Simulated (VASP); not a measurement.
Wanted: the native input for a VASP 6.6.1 run.

```yaml
Task: single point
Functional: r2SCAN
Potentials_or_basis: VASP PAW PBE potentials, release 64 (As, Al, Bi_d)
Cutoff: 520 eV
k_mesh: 4 × 4 × 4
Occupations: fermi-dirac, width 0.02 eV
Spin: no spin polarisation
Dipole_correction: no
Further_INCAR_settings: ALGO = Normal; EDIFF = 1e-06; NBANDS = 41
```

Al4Bi3As:

```
As Al Bi
1.0
     6.25007    0.00000    0.00000
     0.00000    6.25007    0.00000
     0.00000    0.00000    6.25007
As Al Bi
1 4 3
Direct
  0.00000 0.00000 0.00000
  0.76327 0.76327 0.76327
  0.23673 0.23673 0.76327
  0.23673 0.76327 0.23673
  0.76327 0.23673 0.23673
  0.50000 0.50000 0.00000
  0.50000 0.00000 0.50000
  0.00000 0.50000 0.50000
```

This cell differs from its parent crystal: volume changed by +3%.

One way to write it, as run:

POSCAR

```
Al4Bi3As
1.0
    6.2500691944      0.0000000000      0.0000000000
    0.0000000000      6.2500691944      0.0000000000
    0.0000000000      0.0000000000      6.2500691944
As Al Bi
1 4 3
Direct
    0.0000000000      0.0000000000      0.0000000000
    0.7632712754      0.7632712754      0.7632712754
    0.2367287246      0.2367287246      0.7632712754
    0.2367287246      0.7632712754      0.2367287246
    0.7632712754      0.2367287246      0.2367287246
    0.5000000000      0.5000000000      0.0000000000
    0.5000000000      0.0000000000      0.5000000000
    0.0000000000      0.5000000000      0.5000000000
```

INCAR.step1

```
  PREC = Accurate
  ENCUT = 520
  ISMEAR = -1
  SIGMA = 0.02
  LREAL = F
  LASPH = T
  NELM = 60
  NBANDS = 41
  GGA = PE
  ALGO = Normal
  EDIFF = 1E-4
  LWAVE = T
  LCHARG = F
```

INCAR.step2

```
  PREC = Accurate
  ENCUT = 520
  EDIFF = 1E-6
  ISMEAR = -1
  SIGMA = 0.02
  LREAL = F
  LASPH = T
  NELM = 60
  ALGO = Normal
  ISIF = 2
  LWAVE = F
  LCHARG = F
  METAGGA = R2SCAN
  LMIXTAU = T
  NBANDS = 41
  ISTART = 1
```

KPOINTS

```
regular mesh
0
Gamma
  4 4 4
```

Potentials or basis: VASP PAW PBE potentials, release 64 (As, Al, Bi_d).

Command:

```console
$ cat potpaw_PBE.64/As/POTCAR potpaw_PBE.64/Al/POTCAR potpaw_PBE.64/Bi_d/POTCAR > POTCAR
$ cp INCAR.step1 INCAR
$ mpirun -np 1 vasp_std > vasp.out
$ cp INCAR.step2 INCAR
$ mpirun -np 1 vasp_std > vasp.out
```

It gave:

| Property | Result |
| --- | --- |
| Pressure | -1.6 GPa |
| Largest force | 0.015 eV/Å |
| Band gap on the k mesh | 0.21 eV, direct |

Caveat: the PAW data sets were made with another functional, which shifts forces and pressure a little; spin-orbit coupling is left out, which moves the levels of the heavy elements.

It took 4.5 min on 1 thread of Intel(R) Xeon(R) Platinum 8488C (Sapphire Rapids) (shared host), peak memory 0.41 GiB.
